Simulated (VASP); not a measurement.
Runs of VASP 6.6.1 on InSb. The structure is that of space group Fmmm (No. 69), or close to it. The cells are those of the table. 

```csv
cell,gap on the mesh (eV),pressure (GPa)
"a = 4.303, b = 4.126, c = 4.678 Å, angles 58.1, 54.5, 67.4°, 2 atoms",none,(a)
"a = 4.552, b = 4.056, c = 4.483 Å, angles 64.2, 53.3, 62.5°, 2 atoms",none,4.6
"a = 4.515, b = 4.002, c = 4.591 Å, angles 63.0, 52.1, 64.9°, 2 atoms",none,(b)
"a = 4.620, b = 4.326, c = 4.144 Å, angles 66.1, 58.9, 55.1°, 2 atoms",none,5.5
"a = 4.610, b = 4.469, c = 4.026 Å, angles 65.5, 61.9, 52.6°, 2 atoms",none,6.4
```

Alike in all rows: task single point; level PBE; potentials or basis VASP PAW PBE potentials, release 64 (In_d, Sb); no spin polarisation; k mesh 12 × 12 × 12; cutoff (eV) 520; smearing gaussian 0.15 eV.

Problem. Fill in the values left out.

Solution. (a) 8.5; (b) 6.5.

Caveats: spin-orbit coupling is left out, which moves the levels of the heavy elements.

A k mesh can miss the band edges, and the runs leave out spin-orbit coupling on In, Sb.

A gap of «none» marks levels without a gap at the run's occupations.
